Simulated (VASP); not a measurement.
Write the native input for VASP 6.6.1 that does the following.

| Quantity | Value |
| --- | --- |
| Task | single point |
| Functional | LDA |
| Potentials or basis | VASP PAW LDA potentials, release 64 (Pb_d, O_h) |
| Cutoff | 910 eV |
| k mesh | 8 × 8 × 6 |
| Occupations | gaussian, width 0.02 eV |
| Spin | no spin polarisation |
| Dipole correction | no |
| Second run | hard_potentials |
| Further INCAR settings | ALGO = Normal; EDIFF = 1e-06; NBANDS = 28 |

The structure of PbO lies in POSCAR:

```
PbO
1.0
    3.9436290631      0.0000000000      0.0000000000
    0.0000000000      3.9436290631      0.0000000000
    0.0000000000      0.0000000000      4.8982550457
Pb O
2 2
Direct
    0.0000000000      0.5000000000      0.2405586836
    0.5000000000      0.0000000000      0.7594413164
    0.0000000000      0.0000000000      0.0000000000
    0.5000000000      0.5000000000      0.0000000000
```

The input as run:

INCAR

```
SYSTEM = PbO
ALGO = Normal
EDIFF = 1E-6
ENCUT = 910
GGA_COMPAT = .False.
ISIF = 2
ISMEAR = 0
LASPH = .True.
LCHARG = .True.
LELF = .True.
LREAL = .False.
LVHAR = .True.
LWAVE = .False.
NBANDS = 28
NELM = 120
PREC = Accurate
SIGMA = 0.02
```

KPOINTS

```
k-points
0
Gamma
  8 8 6
  0 0 0
```

Potentials or basis: VASP PAW LDA potentials, release 64 (Pb_d, O_h).

Command:

```console
$ cat potpaw_LDA.64/Pb_d/POTCAR potpaw_LDA.64/O_h/POTCAR > POTCAR
$ mpirun -np 1 vasp_std > vasp.out
```

Results of the run:

- Pressure: 0.1 GPa
- Largest force: 0.068 eV/Å
- Band gap on the k mesh: 1.03 eV, indirect (least direct gap 2.20 eV)

Caveat: the cutoff is under 1.25 times the usual one of these potentials, so pressure, stress and relaxed cells hold a basis-set (Pulay) error; spin-orbit coupling is left out, which moves the levels of the heavy elements.

Wall time 2.8 min on 1 thread of Intel(R) Xeon(R) Platinum 8488C (Sapphire Rapids), on a shared host, peak memory 0.38 GiB.
